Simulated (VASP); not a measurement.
Wanted: the native input for a VASP 6.6.1 run.

| Quantity | Value |
| --- | --- |
| Task | single point |
| Functional | PBE |
| Potentials or basis | VASP PAW PBE potentials, release 64 (Mn_pv, Si) |
| Cutoff | 520 eV |
| k mesh | 10 × 10 × 10 |
| Occupations | fermi-dirac, width 0.05 eV |
| Spin | collinear spin, ferromagnetic start |
| Starting moments | [4.0, 0.0] μB |
| Dipole correction | no |
| Further INCAR settings | ALGO = Normal; EDIFF = 1e-06; NBANDS = 20 |

The structure of MnSi (zincblende type) lies in POSCAR:

```
MnSi
1.0
    0.0000000000      2.7102184200      2.7102184200
    2.7102184200      0.0000000000      2.7102184200
    2.7102184200      2.7102184200      0.0000000000
Mn Si
1 1
Direct
    0.0000000000      0.0000000000      0.0000000000
    0.2500000000      0.2500000000      0.2500000000
```

The input as run:

INCAR

```
SYSTEM = MnSi
ALGO     = Normal         ! electronic algorithm
EDIFF    = 1E-6           ! SCF threshold, eV
ENCUT    = 520            ! plane-wave cutoff, eV
GGA      = PE             ! functional
ISIF     = 2              ! what is computed and relaxed
ISMEAR   = -1             ! smearing method
ISPIN    = 2              ! spin polarisation
LASPH    = .TRUE.         ! aspherical terms in the spheres
LCHARG   = .FALSE.        ! write CHGCAR
LMAXMIX  = 4              ! l up to which the mixer works
LORBIT   = 11             ! projections on sites
LREAL    = .FALSE.        ! projectors in reciprocal space
LWAVE    = .FALSE.        ! write WAVECAR
MAGMOM   = 4 0            ! initial moments
NBANDS   = 20             ! bands
NELM     = 150            ! most SCF steps
PREC     = Accurate       ! precision mode
SIGMA    = 0.05           ! smearing width, eV
```

KPOINTS

```
k-points
0
G
  10 10 10
  0 0 0
```

Potentials or basis: VASP PAW PBE potentials, release 64 (Mn_pv, Si).

Launch:

```sh
$ cat potpaw_PBE.64/Mn_pv/POTCAR potpaw_PBE.64/Si/POTCAR > POTCAR
$ mpirun -np 1 vasp_std > vasp.out
```

It gave:

```yaml
Pressure: 0.1 GPa
Net_moment: 2.57 μB per cell
Site_moments: Mn +2.82; Si -0.22 μB
Valence_electrons_inside_the_program's_atomic_spheres: Mn 11.69; Si 1.71
```

It took 52 s on 1 thread of AMD EPYC 9R45 96-Core Processor (Zen 5), with other jobs on the host, peak memory 0.19 GiB.
